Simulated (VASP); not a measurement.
# ZnO (P6_3mc) in VASP: density of states with PBE

Aim: the density of states of ZnO with PBE.

Program: VASP 6.6.1. These are calculated values, not measurements. Logs are shortened: lines on timing, memory, paths and dates and some standing lists are left out, and cuts for length are marked.

## 1. The cell of the first run

Symmetry: P6_3mc, No. 186, hexagonal system. Conventional cell: a = 3.249 Å, b = 3.249 Å, c = 5.204 Å, α = 90.00°, β = 90.00°, γ = 120.00°. Zn (site symmetry 3m) has 4 O at 1.97 to 1.99 Å within 2.6 Å. Within 2.6 Å of O (site symmetry 3m) lie 4 Zn at 1.97 to 1.99 Å.

## 2. Density of states, PBE

Contents of POSCAR:

```
ZnO
1.0
    3.2493987239      0.0000000000      0.0000000000
   -1.6246993619      2.8140618419      0.0000000000
    0.0000000000      0.0000000000      5.2038000000
Zn O
2 2
Direct
    0.3333333333      0.6666666667      0.0000000000
    0.6666666667      0.3333333333      0.5000000000
    0.3333333333      0.6666666667      0.3821000000
    0.6666666667      0.3333333333      0.8821000000
```

Contents of INCAR.step1:

```
PREC = Accurate
ENCUT = 520
EDIFF = 1E-6
ISMEAR = -1
SIGMA = 0.01
LREAL = False
LASPH = True
NELM = 60
ALGO = Normal
ISIF = 2
LWAVE = False
LCHARG = True
GGA = PE
NBANDS = 26
```

Contents of KPOINTS.step1:

```
Automatic mesh
0
Gamma
  8 8 5
```

Contents of INCAR.step2:

```
PREC = Accurate
ENCUT = 520
EDIFF = 1E-6
ISMEAR = -5
SIGMA = 0.01
LREAL = False
LASPH = True
NELM = 60
ALGO = Normal
ISIF = 2
LWAVE = False
LCHARG = False
GGA = PE
LORBIT = 11
NBANDS = 26
NEDOS = 1001
ICHARG = 11
```

Contents of KPOINTS.step2:

```
Automatic mesh
0
Gamma
  12 12 8
```

Potentials or basis: VASP PAW PBE potentials, release 64 (Zn, O).

Started as:

```bash
cat potpaw_PBE.64/Zn/POTCAR potpaw_PBE.64/O/POTCAR > POTCAR
cp INCAR.step1 INCAR
cp KPOINTS.step1 KPOINTS
mpirun -np 1 vasp_std > vasp.out
cp INCAR.step2 INCAR
cp KPOINTS.step2 KPOINTS
mpirun -np 1 vasp_std > vasp.out
```

OUTCAR:

```text
PREC = Accurate
   ENCUT = 520
   EDIFF = 1E-6
   ISMEAR = -5
   LREAL = False
   LASPH = True
   NELM = 60
   ISIF = 2
   GGA = PE
   LORBIT = 11
   ICHARG = 11

 ion  position               nearest neighbor table
   1  0.333  0.667  0.000-   4 1.97   4 1.97   4 1.97   3 1.99
   2  0.667  0.333  0.500-   3 1.97   3 1.97   3 1.97   4 1.99
   3  0.333  0.667  0.382-   2 1.97   2 1.97   2 1.97   1 1.99
   4  0.667  0.333  0.882-   1 1.97   1 1.97   1 1.97   2 1.99

  LATTYP: Found a hexagonal cell.
 ALAT       =     3.2493987239
 C/A-ratio  =     1.6014655148

  Lattice vectors:

 A1 = (   3.2493987239,   0.0000000000,   0.0000000000)
 A2 = (  -1.6246993619,   2.8140618419,   0.0000000000)
 A3 = (   0.0000000000,   0.0000000000,   5.2038000000)

Analysis of symmetry for initial positions (statically):
=====================================================================
 Subroutine PRICEL returns:
 Original cell was already a primitive cell.

 Routine SETGRP: Setting up the symmetry group for a
 hexagonal supercell.

 Subroutine GETGRP returns: Found 12 space group operations
 (whereof  6 operations were pure point group operations)
 out of a pool of 24 trial point group operations.

The static configuration has the point symmetry C_3v.
 The point group associated with its full space group is C_6v.

Analysis of symmetry for dynamics (positions and initial velocities):
=====================================================================
 Subroutine PRICEL returns:
 Original cell was already a primitive cell.

 Routine SETGRP: Setting up the symmetry group for a
 hexagonal supercell.

 Subroutine GETGRP returns: Found 12 space group operations
 (whereof  6 operations were pure point group operations)
 out of a pool of 24 trial point group operations.

The dynamic configuration has the point symmetry C_3v.
 The point group associated with its full space group is C_6v.

 Subroutine INISYM returns: Found 12 space group operations
 (whereof  6 operations are pure point group operations),
 and found     1 'primitive' translations

----------------------------------------------------------------------------------------

                                     Primitive cell

  volume of cell :      47.5836

  direct lattice vectors                    reciprocal lattice vectors
     3.249398724  0.000000000  0.000000000     0.307749244  0.177679109  0.000000000
    -1.624699362  2.814061842  0.000000000     0.000000000  0.355358217  0.000000000
     0.000000000  0.000000000  5.203800000     0.000000000  0.000000000  0.192167262

  length of vectors
     3.249398724  3.249398724  5.203800000     0.355358217  0.355358217  0.192167262

  position of ions in fractional coordinates (direct lattice)
     0.333333333  0.666666667  0.000000000
     0.666666667  0.333333333  0.500000000
     0.333333333  0.666666667  0.382100000
     0.666666667  0.333333333  0.882100000

  ion indices of the primitive-cell ions
   primitive index   ion index
                 1           1
                 2           2
                 3           3
                 4           4

----------------------------------------------------------------------------------------

 KPOINTS: Automatic mesh

Automatic generation of k-mesh.
 Grid dimensions read from file:
 generate k-points for:   12   12    8

 Generating k-lattice:

  Cartesian coordinates                     Fractional coordinates (reciprocal lattice)
     0.025645770  0.014806592  0.000000000     0.083333333  0.000000000  0.000000000
     0.000000000  0.029613185  0.000000000     0.000000000  0.083333333  0.000000000
     0.000000000  0.000000000  0.024020908     0.000000000  0.000000000  0.125000000

  Length of vectors
     0.029613185  0.029613185  0.024020908

  Shift w.r.t. Gamma in fractional coordinates (k-lattice)
     0.000000000  0.000000000  0.000000000

 TETIRR: Found   1172 inequivalent tetrahedra from     6912

 Subroutine IBZKPT returns following result:
 ===========================================

 Found     95 irreducible k-points:

 Following reciprocal coordinates:
            Coordinates               Weight
  0.000000  0.000000  0.000000      1.000000
  0.083333  0.000000  0.000000      6.000000
  0.166667  0.000000  0.000000      6.000000
  0.250000  0.000000  0.000000      6.000000
  0.333333  0.000000  0.000000      6.000000
  0.416667  0.000000  0.000000      6.000000
[... 16 lines left out ...]
  0.250000  0.000000  0.125000     12.000000
  0.333333  0.000000  0.125000     12.000000
 [... further k-points ...]
   k-points           NKPTS =     95   k-points in BZ     NKDIM =     95   number of bands    NBANDS=     26
   number of dos      NEDOS =   1001   number of ions     NIONS =      4
   total plane-waves  NPLWV =  23040
   dimension x,y,z NGX =    24 NGY =   24 NGZ =   40
   dimension x,y,z NGXF=    48 NGYF=   48 NGZF=   80
   ions per type =               2   2
   NGX,Y,Z   is equivalent  to a cutoff of  12.28, 12.28, 12.78 a.u.
   NGXF,Y,Z  is equivalent  to a cutoff of  24.56, 24.56, 25.56 a.u.
 SYSTEM =  unknown system
   PREC   = accura    normal or accurate (medium, high low for compatibility)
   ISTART =      0    job   : 0-new  1-cont  2-samecut
   ICHARG =     11    charge: 1-file 2-atom 10-const
   ISPIN  =      1    spin polarized calculation?
   LNONCOLLINEAR =      F non collinear calculations
   LSORBIT =      F    spin-orbit coupling
   LASPH  =      T    aspherical Exc in radial PAW
   ENCUT  =  520.0 eV  38.22 Ry    6.18 a.u.   6.04  6.04  9.68*2*pi/ulx,y,z
   NELM   =     60;   NELMIN=  2; NELMDL=  0     # of ELM steps
   EDIFF  = 0.1E-05   stopping-criterion for ELM
   LREAL  =      F    real-space projection
   EDIFFG = 0.1E-04   stopping-criterion for IOM
   NSW    =      0    number of steps for IOM
   IBRION =     -1    ionic relax: 0-MD 1-quasi-New 2-CG
   NFREE  =      0    steps in history (QN), initial steepest desc. (CG)
   ISIF   =      2    stress and relaxation
   ISYM   =      2    0-nonsym 1-usesym 2-fastsym
   POTIM  = 0.5000    time-step for ionic-motion
   TEBEG  =    0.0;   TEEND  =   0.0 temperature during run
   PSTRESS=    0.0 pullay stress
   NELECT =      36.0000    total number of electrons
   NUPDOWN=      -1.0000    fix difference up-down
   EMIN   =  10.00;   EMAX   =-10.00  energy-range for DOS
   EFERMI =   0.00;   METHOD = LEGACY
   ISMEAR =    -5;   SIGMA  =   0.01  broadening in eV -4-tet -1-fermi 0-gaus
   EFERMI_NEDOS =   21; number of points for ismear=-14 and -15
   IALGO  =     38    algorithm
   IMIX   =      4    mixing-type and parameters
     AMIX     =   0.40;   BMIX     =  1.00
     AMIX_MAG =   1.60;   BMIX_MAG =  1.00
  volume/ion in A,a.u.               =      11.90        80.28
  Fermi-wavevector in a.u.,A,eV,Ry     =   1.491729  2.818959 30.276436  2.225255
  Thomas-Fermi vector in A             =   2.604347
   LORBIT       =     11    0 simple, 1 ext, 2 COOP (PROOUT), +10 PAW based schemes
   GGA     = PE    functional components
   LHFCALC =     F    Hartree Fock is set to
   AEXX    =    0.0000 exact exchange contribution
   IVDW    =     0    specifies the selected vdW correction
   LEPSILON=     F    determine dielectric tensor
   LRPA    =     F    only Hartree local field effects (RPA)
 non-spin polarized calculation
 Fermi weights with tetrahedron method with Bloechl corrections
  energy-cutoff  :      520.00
  volume of cell :       47.58
 maximum number of plane-waves:      1305

 number of electron      36.0000016 magnetization

 Free energy of the ion-electron system (eV)
  ---------------------------------------------------
  ext. energy  EPLUGINS =         0.00000000
  ---------------------------------------------------
  free energy    TOTEN  =       -17.82212514 eV

  energy without entropy =      -17.82212514  energy(sigma->0) =      -17.82212514

 E-fermi :   1.2299     XC(G=0): -10.9128

 val. band max:        1.2081030137   @ k =   0.0000   0.0000   0.0000
 cond. band min:       1.9978065951   @ k =   0.0000   0.0000   0.0000
 fundamental gap:      0.7897035814
 Fermi energy:         1.2298807247

 k-point     1 :       0.0000    0.0000    0.0000
  band No.  band energies     occupation
      1     -16.8864      2.00000
      2     -16.1565      2.00000
      3      -4.4997      2.00000
      4      -4.4997      2.00000
      5      -4.4132      2.00000
      6      -4.4042      2.00000
[... 18 lines left out ...]
     25      15.3183      0.00000
     26      15.3183      0.00000

 k-point     2 :       0.0833    0.0000    0.0000
  band No.  band energies     occupation
      1     -16.8480      2.00000
      2     -16.1396      2.00000
      3      -4.5446      2.00000
      4      -4.4764      2.00000
      5      -4.3892      2.00000
      6      -4.3565      2.00000
[... 18 lines left out ...]
     25      15.4182      0.00000
     26      15.4242      0.00000

 k-point     3 :       0.1667    0.0000    0.0000
  band No.  band energies     occupation
      1     -16.7403      2.00000
      2     -16.0948      2.00000
      3      -4.6490      2.00000
      4      -4.4145      2.00000
      5      -4.3749      2.00000
      6      -4.3019      2.00000
[... 18 lines left out ...]
     25      15.2828      0.00000
     26      15.5371      0.00000

 k-point     4 :       0.2500    0.0000    0.0000
  band No.  band energies     occupation
      1     -16.5837      2.00000
      2     -16.0382      2.00000
      3      -4.7534      2.00000
      4      -4.4066      2.00000
      5      -4.3376      2.00000
      6      -4.1996      2.00000
[... 18 lines left out ...]
     25      14.5600      0.00000
     26      15.4143      0.00000

 k-point     5 :       0.3333    0.0000    0.0000
  band No.  band energies     occupation
      1     -16.4111      2.00000
      2     -15.9924      2.00000
      3      -4.8002      2.00000
      4      -4.4462      2.00000
      5      -4.2736      2.00000
      6      -4.0671      2.00000
[... 18 lines left out ...]
     25      14.6507      0.00000
     26      15.2955      0.00000

 k-point     6 :       0.4167    0.0000    0.0000
  band No.  band energies     occupation
      1     -16.2650      2.00000
      2     -15.9752      2.00000
      3      -4.7673      2.00000
      4      -4.4954      2.00000
      5      -4.2370      2.00000
      6      -3.9299      2.00000
[... 427 lines left out ...]
 k-point    21 :       0.0833    0.0000    0.1250
  band No.  band energies     occupation
      1     -16.8224      2.00000
      2     -16.1678      2.00000
      3      -4.5553      2.00000
      4      -4.4726      2.00000
      5      -4.4521      2.00000
      6      -4.4031      2.00000
[... 18 lines left out ...]
     25      14.8285      0.00000
     26      15.2907      0.00000

 k-point    22 :       0.1667    0.0000    0.1250
  band No.  band energies     occupation
      1     -16.7165      2.00000
      2     -16.1199      2.00000
      3      -4.6653      2.00000
      4      -4.4413      2.00000
      5      -4.4095      2.00000
      6      -4.3227      2.00000
[... 18 lines left out ...]
     25      14.7507      0.00000
     26      15.4054      0.00000

 k-point    23 :       0.2500    0.0000    0.1250
  band No.  band energies     occupation
      1     -16.5630      2.00000
      2     -16.0590      2.00000
      3      -4.7705      2.00000
      4      -4.4672      2.00000
      5      -4.3301      2.00000
      6      -4.2157      2.00000
[... 18 lines left out ...]
     25      14.5580      0.00000
     26      15.3313      0.00000

 k-point    24 :       0.3333    0.0000    0.1250
  band No.  band energies     occupation
      1     -16.3945      2.00000
      2     -16.0076      2.00000
      3      -4.8195      2.00000
      4      -4.5050      2.00000
      5      -4.2627      2.00000
      6      -4.0859      2.00000
[... 18 lines left out ...]
     25      14.6559      0.00000
     26      15.2535      0.00000

 [... further k-points ...]
[... 5 lines left out ...]
  --------------------------------------------------------------------------------------
  -------------------------------------------------------------------------------------
  Total        1.7526134      1.7526134      1.8302789      0.0000000     -0.0000000     -0.0000000
  in kB       59.0118837     59.0118837     61.6269423      0.0000000     -0.0000000     -0.0000000
  external PRESSURE =      59.8835699 kB  Pullay stress =       0.0000000 kB

 VOLUME and BASIS-vectors are now :
 -----------------------------------------------------------------------------
  energy-cutoff  :      520.00
  volume of cell :       47.58
      direct lattice vectors                 reciprocal lattice vectors
     3.249398724  0.000000000  0.000000000     0.307749244  0.177679109  0.000000000
    -1.624699362  2.814061842  0.000000000     0.000000000  0.355358217  0.000000000
     0.000000000  0.000000000  5.203800000     0.000000000  0.000000000  0.192167262

 POSITION                                       TOTAL-FORCE (eV/Angst)
 -----------------------------------------------------------------------------------
     -0.00000      1.87604      0.00000        -0.000000     -0.000000      0.032736
      1.62470      0.93802      2.60190         0.000000     -0.000000      0.032736
     -0.00000      1.87604      1.98837        -0.000000      0.000000     -0.032736
      1.62470      0.93802      4.59027         0.000000     -0.000000     -0.032736
 -----------------------------------------------------------------------------------
    total drift:                               -0.000000     -0.000000      0.000148

  FREE ENERGIE OF THE ION-ELECTRON SYSTEM (eV)
  ---------------------------------------------------
  free  energy   TOTEN  =       -17.8221251363 eV

  energy  without entropy=      -17.8221251363  energy(sigma->0) =      -17.82212514

 total charge

# of ion       s       p       d       tot
------------------------------------------
    1        0.458   0.488   9.904  10.850
    2        0.458   0.488   9.904  10.850
    3        1.550   3.459   0.000   5.009
    4        1.550   3.459   0.000   5.009
--------------------------------------------------
tot          4.015   7.894  19.808  31.717
```

Wall time 2.3 min (1 thread of Intel Xeon 6975P-C, shared host); peak memory 0.22 GiB.

Results:

```
Valence electrons inside the program's atomic spheres : Zn 10.85; O 5.01
```
